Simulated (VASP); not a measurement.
Input of a VASP 6.6.1 run:

The input INCAR:

```
  ALGO = Normal
  EDIFF = 1E-7
  EDIFFG = -0.01
  ENCUT = 600
  GGA = PE
  IBRION = 2
  ISIF = 3
  ISMEAR = 0
  LASPH = True
  LCHARG = False
  LREAL = False
  LWAVE = False
  NELM = 100
  NSW = 100
  PREC = Accurate
  SIGMA = 0.1
```

The input KPOINTS:

```
k-points
0
Gamma
  12 12 12
```

File POSCAR:

```
WC4
1.0
   -2.4098110957      2.4098110957      2.4098110957
    2.4098110957     -2.4098110957      2.4098110957
    2.4098110957      2.4098110957     -2.4098110957
W C
1 4
Direct
    0.0000000000      0.0000000000      0.0000000000
    0.0000000000      0.0000000000      0.5000000000
    0.5000000000      0.0000000000      0.0000000000
    0.5000000000      0.5000000000      0.5000000000
    0.0000000000      0.5000000000      0.0000000000
```

Potentials or basis: VASP PAW PBE potentials, release 64 (W_sv, C).

Launch:

```bash
$ cat potpaw_PBE.64/W_sv/POTCAR potpaw_PBE.64/C/POTCAR > POTCAR
$ mpirun -np 1 vasp_std > vasp.out
```

(1) Predict the band gap on the k mesh.

(2) What does it give for the space group after relaxing (to 0.05 Å)?

Answers

(1) zero (band 15 reaches 7.86 eV, above the bottom of band 16 at 4.98 eV).

(2) Im-3m (No. 229).

Caveat: spin-orbit coupling is left out, which moves the levels of the heavy elements.
